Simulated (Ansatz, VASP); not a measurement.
# Two plane-wave programs on Al3VF

```
CELL_PARAMETERS angstrom
3.77352 0.00000 0.00000
0.00000 3.77352 0.00000
0.00000 0.00000 4.78042
ATOMIC_POSITIONS crystal
Al 0.00000 0.50000 0.50000
Al 0.50000 0.00000 0.50000
Al 0.50000 0.50000 0.10760
V 0.50000 0.50000 0.66500
F 0.00000 0.00000 0.00000
```

Change from the starting cell: species swapped into the PrBPt3 type (P4mm, No. 99).

Alike in both runs: task single point; functional PBE; k mesh 4 × 4 × 4; occupations gaussian, width 0.1 eV; collinear spin.

```csv
,VASP,Ansatz
version,VASP 6.6.1,Ansatz 0.2.0
potentials or method,"VASP PAW PBE potentials, release 64 (Al, V_sv, F), cutoff 600 eV","scalar-relativistic, plane waves, PAW"
valence electrons in the cell,29,29
```

|  | VASP | Ansatz | Ansatz less VASP |
| --- | --- | --- | --- |
| gap on the k mesh at the Fermi level (eV) | none | none | - |
| rms of the force components (eV/Å) | 2.016 | 2.016 | -0.0001 |
| net moment per atom (μB) | 0.03 | 0.03 | -0.001 |
| size of the moment on the site where the two differ most (μB) | 0.13 | 0.09 | -0.037 |

Site moments also hang on the region over which each program counts them. Atom by atom the forces differ by 0.013 eV/Å (rms over components). A gap of «none» marks a metal or a gap that the smearing closes. With one functional, cell and mesh, what is left measures potentials, basis and numerics. Ansatz's warnings: seeded moment not kept.

The k mesh is coarse, so the values compare programs but aren't converged.
